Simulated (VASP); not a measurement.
The system is AlInGa2B4P8.

```xyz
16
Lattice="-4.9046 4.9046 0.0000 -4.9046 0.0000 4.9046 0.0000 4.9046 4.9046" Properties=species:S:1:pos:R:3 pbc="T T T"
B    -7.3202    4.9206    2.4508
B    -4.9193    7.3065    2.4778
B    -2.4666    4.8881    2.4384
B    -4.9184    4.9459    4.9160
Al   -7.3690    7.3634    9.7763
P    -8.6020    6.1502    6.1149
P    -6.1466    3.6847    6.1195
P    -6.1478    6.1309    3.6613
P    -8.6018    8.6131    8.5508
P    -3.6596    3.6920    3.6602
P    -6.1478    6.1353    8.5571
P    -6.1559    8.5762    6.1432
P    -3.6891    6.1406    6.1371
Ga   -4.8881    0.0394    4.9193
Ga   -4.8901    2.4459    2.4592
In   -2.4384    2.4529    4.8600
```

| Item | Value |
| --- | --- |
| Program | VASP 6.6.1 |
| Task | relaxation of cell and atoms |
| Functional | PBE |
| Potentials or basis | VASP PAW PBE potentials, release 64 (B, Al, P, Ga_d, In_d) |
| Cutoff | 560 eV |
| k mesh | 2 × 2 × 2, shifted |
| Occupations | gaussian, width 0.1 eV |
| Spin | no spin polarisation |

At the start: pressure 25.3 GPa; volume 14.75 Å³/atom.

Question: How do energy, volume and symmetry change on relaxing?

Answer: Over 20 steps the energy falls by 462.5 meV/atom and the volume is 16.69 Å³/atom (+13.2 %); space group P1 (No. 1, to 0.1 Å) before, Cm (No. 8, to 0.1 Å).

Step by step:
| step | energy change (eV) | largest force (eV/Å) | pressure (GPa) | volume (Å³) |
| --- | --- | --- | --- | --- |
| 1 | 0.0000 | 9.1977 | 25.28 | 235.96 |
| 2 | -3.2937 | 2.5760 | -13.06 | 324.68 |
| 3 | -6.8130 | 1.6255 | -3.91 | 279.46 |
| 4 | -6.8254 | 1.6825 | -3.31 | 277.80 |
| 5 | -6.8267 | 1.7216 | -2.93 | 276.78 |
| 6 | -7.3137 | 0.5639 | -0.35 | 268.01 |
| 7 | -7.3237 | 0.7393 | 0.17 | 266.63 |
| 8 | -7.3753 | 0.3093 | 0.32 | 265.96 |
| 9 | -7.3758 | 0.2628 | 0.30 | 266.02 |
| 10 | -7.3885 | 0.1363 | -0.05 | 266.99 |
| 11 | -7.3900 | 0.1231 | -0.21 | 267.47 |
| 12 | -7.3946 | 0.0785 | 0.01 | 266.99 |
| 13 | -7.3951 | 0.0956 | 0.11 | 266.80 |
| 14 | -7.3974 | 0.0646 | 0.02 | 267.04 |
| 15 | -7.3977 | 0.0881 | -0.03 | 267.16 |
| 16 | -7.3991 | 0.0614 | -0.04 | 267.20 |
| 17 | -7.3992 | 0.0593 | -0.04 | 267.21 |
| 18 | -7.3998 | 0.0417 | 0.02 | 267.02 |
| 19 | -7.3998 | 0.0416 | 0.02 | 267.02 |
| 20 | -7.4002 | 0.0225 | 0.00 | 267.05 |

Final structure:
```
B Al P Ga In
1.0
    -5.03424    5.12252   -0.01528
    -5.03421   -0.01514    5.12162
     0.03664    5.14466    5.14388
B Al P Ga In
4 1 8 2 1
Direct
  0.00549 0.50273 0.99094
  0.99549 0.99626 0.50402
  0.50789 0.00439 0.50342
  0.49982 0.49192 0.50393
  0.50033 0.99759 0.00292
  0.85262 0.90759 0.39151
  0.36799 0.86442 0.40083
  0.86006 0.35653 0.36567
  0.89407 0.85360 0.85361
  0.41091 0.34921 0.39165
  0.38977 0.88682 0.83724
  0.88738 0.38478 0.89784
  0.35636 0.39121 0.85357
  0.00090 0.00016 0.99852
  0.50264 0.49807 0.99875
  0.00111 0.49784 0.49469
```
